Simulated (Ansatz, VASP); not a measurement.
Given: the input of a run of VASP 6.6.1 on Al.

File INCAR:

```
PREC = Accurate
ENCUT = 520
EDIFF = 1E-6
ISMEAR = 0
SIGMA = 0.011
LREAL = F
LASPH = T
NELM = 60
ALGO = Normal
ISIF = 2
LWAVE = F
LCHARG = F
GGA = PE
NBANDS = 10
```

KPOINTS

```
Automatic mesh
0
Gamma
  7 7 10
```

Contents of POSCAR:

```
Al
1.0
    4.4916000000      0.0000000000      0.0000000000
   -2.2458000000      3.8898400000      0.0000000000
    0.0000000000      0.0000000000      2.7226000000
Al
2
Direct
    0.3333300000      0.6666700000      0.0000000000
    0.6666700000      0.3333300000      0.0000000000
```

Potentials or basis: VASP PAW PBE potentials, release 64 (Al).

Command:

```sh
$ cat potpaw_PBE.64/Al/POTCAR > POTCAR
$ mpirun -np 1 vasp_std > vasp.out
```

Question: Set up the same calculation for Ansatz 0.2.0. Potentials there: Ansatz PAW.

Answer: As run (the cutoff follows the program's own potentials):

The input input.yaml:

```yaml
crystal:
  lattice:
    - [4.4916, 0.0, 0.0]
    - [-2.2458, 3.88984, 0.0]
    - [0.0, 0.0, 2.7226]
  atoms:
    - { symbol: Al, position: [0.33333, 0.66667, 0.0] }
    - { symbol: Al, position: [0.66667, 0.33333, 0.0] }
hamiltonian:
  xc: pbe
  pseudopotentials: { kind: paw }
kpoints:
  mp_grid: { grid: [7, 7, 10] }
scf:
  occupations: { method: gaussian, width: 0.011 }
output:
  forces: true
  stress: true
  eigenvalues: true
```

Potentials or basis: Ansatz PAW.

Run with:

```sh
$ ansatz run input.yaml --threads 2 --pin off --max-ram 5632MiB --backend cpu --events-out ev --progress --plain --runs-dir out
```

Both were run:

|  | VASP | Ansatz | Ansatz less VASP |
| --- | --- | --- | --- |
| gap on the k mesh at the Fermi level (eV) | none | none | - |
| pressure (GPa) | 1.6 | 1.6 | +0.02 |
| traceless stress, the component that is largest in VASP (GPa) | -0.88 | -0.89 | -0.012 |

A gap of «none» marks a metal or a gap that the smearing closes.
